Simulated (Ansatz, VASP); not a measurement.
LiH in VASP and in Ansatz

File INCAR:

```
PREC     = Accurate       # precision mode
ENCUT    = 520            # plane-wave cutoff, eV
EDIFF    = 1E-6           # SCF threshold, eV
ISMEAR   = 0              # smearing method
SIGMA    = 0.1            # smearing width, eV
LREAL    = F              # projectors in reciprocal space
LASPH    = T              # aspherical terms in the spheres
NELM     = 60             # most SCF steps
ALGO     = Normal         # electronic algorithm
ISIF     = 2              # what is computed and relaxed
LWAVE    = F              # write WAVECAR
LCHARG   = T              # write CHGCAR
GGA      = PE             # functional
LELF     = T              # ELF
LVHAR    = T            
NBANDS   = 12             # bands
```

KPOINTS

```
regular mesh
0
Gamma
  6 6 4
```

POSCAR

```
LiH
1.0
    2.5069887989      0.0000000000      0.0000000000
    0.0000000000      2.5069887989      0.0000000000
    0.0000000000      0.0000000000      5.0139775979
Li H
2 2
Direct
    0.5000000000      0.5000000000      0.2500000000
    0.5000000000      0.5000000000      0.7500000000
    0.0000000000      1.0000000000      0.5000000000
    0.0000000000      1.0000000000      0.0000000000
```

Input for Ansatz:

```yaml
crystal:
  lattice:
    - [2.5069887989, 0.0, 0.0]
    - [0.0, 2.5069887989, 0.0]
    - [0.0, 0.0, 5.0139775979]
  atoms:
    - { symbol: Li, position: [0.5, 0.5, 0.25] }
    - { symbol: Li, position: [0.5, 0.5, 0.75] }
    - { symbol: H, position: [0.0, 1.0, 0.5] }
    - { symbol: H, position: [0.0, 1.0, 0.0] }
basis:
  ecutwfc: 420
kpoints:
  mp_grid: { grid: [6, 6, 4] }
hamiltonian:
  xc: pbe
scf:
  occupations: { method: gaussian, width: 0.1 }
  lower_state_search: "off"
output:
  forces: true
  stress: true
  eigenvalues: true
```

Alike in both runs: task single point; functional PBE; k mesh 6 × 6 × 4; occupations gaussian, width 0.1 eV; no spin polarisation.

|  | VASP | Ansatz |
| --- | --- | --- |
| version | VASP 6.6.1 | Ansatz 0.2.0 |
| potentials or method | VASP PAW PBE potentials, release 64 (Li_sv, H), cutoff 520 eV | scalar-relativistic, plane waves, PAW |
| valence electrons in the cell | 8 | 8 |

```csv
,VASP,Ansatz,Ansatz less VASP
gap on the k mesh at the Fermi level (eV),0.72,0.70,-0.024
least direct gap on the mesh (eV),1.54,1.55,+0.006
```

Noted on VASP's run: the cutoff is short for stress, so the pressure is rough.
